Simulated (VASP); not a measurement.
# Be16H (a cell with a defect): single point with PBE+D3(BJ)

The system is Be16H (a cell with a defect).

```
Be H
1.0
    -2.29000   -3.96640    0.00000
     3.43500   -1.98320    0.00000
     0.00000    0.00000    7.17686
Be H
16 1
Direct
  0.75381 0.53046 0.01665
  0.49198 0.34435 0.24412
  0.69329 0.50199 0.51333
  0.52623 0.26424 0.77484
  0.52366 0.02590 0.03488
  0.27444 0.75825 0.23808
  0.48978 0.95368 0.48478
  0.23975 0.86132 0.72075
  0.26533 0.52455 0.95998
  0.00202 0.28146 0.25481
  0.23733 0.51138 0.50629
  0.00755 0.37438 0.72045
  0.00424 0.99863 0.02516
  0.72275 0.86012 0.25546
  0.99621 0.00789 0.48563
  0.76577 0.83811 0.76834
  0.77010 0.41719 0.34092
```

| Property | Result |
| --- | --- |
| Program | VASP 6.6.1 |
| Task | single point |
| Functional | PBE |
| Dispersion | D3(BJ) |
| Potentials or basis | VASP PAW PBE potentials, release 64 (Be, H) |
| Cutoff | 520 eV |
| k mesh | 4 × 4 × 3 |
| Occupations | fermi-dirac, width 0.15 eV |
| Spin | no spin polarisation |
| Dipole correction | no |
| Further INCAR settings | LREAL = Auto; ALGO = Normal; EDIFF = 1e-07; NBANDS = 30 |

```json
{
  "Pressure": "0.5 GPa",
  "Largest force": "2.483 eV/Å",
  "Dispersion energy per atom": "-0.336 eV"
}
```

Forces in eV/Å, atoms in the order of the input:
```
Be  -0.688  0.286 -0.671
Be  -0.692  0.544  1.143
Be  -0.454 -0.945  1.067
Be   1.672 -0.731 -1.209
Be  -0.263  0.973 -2.046
Be   2.468  0.278 -0.011
Be   1.484 -0.489  1.001
Be  -0.411 -0.149  1.073
Be   0.010  0.445  1.483
Be   0.342 -1.709 -0.940
Be  -0.768  0.083 -1.446
Be  -0.672  1.090  1.706
Be  -0.198 -0.168 -1.517
Be  -1.469 -0.646  0.557
Be  -0.792  0.503  1.230
Be  -0.243  0.586 -0.484
H    0.675  0.048 -0.936
```

Stress tensor (GPa, compression positive):
```
 2.59 -1.30  1.25
-1.30 -4.97  1.15
 1.25  1.15  3.92
```

Levels at points of the mesh, in eV from the Fermi level:
```tsv
k point	band 14	band 15	band 16	band 17	band 18	band 19
(0.00, 0.00, 0.00)	-3.33	-0.86	-0.16	0.14	0.45	0.79
(0.50, 0.00, 0.00)	-2.22	-1.99	-1.70	-0.49	0.29	0.41
(0.00, 0.50, 0.00)	-3.17	-2.39	-2.28	0.01	0.29	0.42
(0.50, 0.50, 0.00)	-1.15	-0.80	-0.44	0.20	0.67	0.84
```

Run time: 2.2 min on 1 thread of AMD EPYC 9R45 96-Core Processor (Zen 5), on a shared host, peak memory 0.23 GiB.

Caveat: the k points lie up to 0.40 Å⁻¹ apart.
